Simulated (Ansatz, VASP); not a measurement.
**Zr2SeS2: VASP beside Ansatz**

Contents of INCAR:

```
SYSTEM = Zr2SeS2
  PREC = Accurate
  ENCUT = 600
  EDIFF = 1E-6
  ISMEAR = 0
  SIGMA = 0.1
  LREAL = .False.
  LASPH = .True.
  NELM = 60
  ALGO = Normal
  ISIF = 3
  LWAVE = .False.
  LCHARG = .False.
  GGA = PE
  IBRION = 2
  NSW = 90
  EDIFFG = -0.04
```

The input KPOINTS:

```
Automatic mesh
0
Gamma
  6 6 6
  0 0 0
```

File POSCAR:

```
Zr2SeS2
1.0
   -2.0160203100      2.0160203100      6.3519307100
    2.0160203100     -2.0160203100      6.3519307100
    2.0160203100      2.0160203100     -6.3519307100
Zr Se S
2 1 2
Direct
    0.2500000000      0.7500000000      0.5000000000
    0.7500000000      0.2500000000      0.5000000000
    0.0000000000      0.0000000000      0.0000000000
    0.3600000100      0.3600000100      0.0000000000
    0.6399999900      0.6399999900      0.0000000000
```

Input for Ansatz:

```yaml
crystal:
  lattice:
    - [-2.01602031, 2.01602031, 6.35193071]
    - [2.01602031, -2.01602031, 6.35193071]
    - [2.01602031, 2.01602031, -6.35193071]
  atoms:
    - { symbol: Zr, position: [0.25, 0.75, 0.5] }
    - { symbol: Zr, position: [0.75, 0.25, 0.5] }
    - { symbol: Se, position: [0.0, 0.0, 0.0] }
    - { symbol: S, position: [0.36000001, 0.36000001, 0.0] }
    - { symbol: S, position: [0.63999999, 0.63999999, 0.0] }
basis:
  ecutwfc: 420
kpoints:
  mp_grid: { grid: [6, 6, 6] }
hamiltonian:
  xc: pbe
scf:
  occupations: { method: gaussian, width: 0.1 }
  lower_state_search: "off"
output:
  forces: true
  stress: true
  eigenvalues: true
relax:
  adjacent_minimum: "off"
  f_tol: 0.04
  max_steps: 70
  cell: { stress_tol: 0.4 }
```

Change from the starting cell: species swapped into the SrFe2As2 type (I4/mmm, No. 139).

Alike in both runs: task relaxation of cell and atoms; functional PBE; k mesh 6 × 6 × 6; occupations gaussian, width 0.1 eV; no spin polarisation.

|  | VASP | Ansatz |
| --- | --- | --- |
| version | VASP 6.6.1 | Ansatz 0.2.0 |
| potentials or method | VASP PAW PBE potentials, release 64 (Zr_sv, Se, S), cutoff 600 eV | scalar-relativistic, plane waves, PAW |
| valence electrons in the cell | 42 | 52 |

```tsv
	VASP	Ansatz	Ansatz less VASP
gap on the k mesh at the Fermi level, each at its own relaxed structure (eV)	none	none	-
relaxed volume (Å³/atom)	21.21	21.17	-0.040
relaxed cell length with the largest relative difference (Å)	5.878	5.869	-0.0087
```

A gap of «none» marks a metal or a gap that the smearing closes. VASP's potentials hold 42 valence electrons a cell and Ansatz's 52, so a difference there can come from the potentials and not from the codes.

The k mesh is coarse, so the values compare programs but aren't converged.
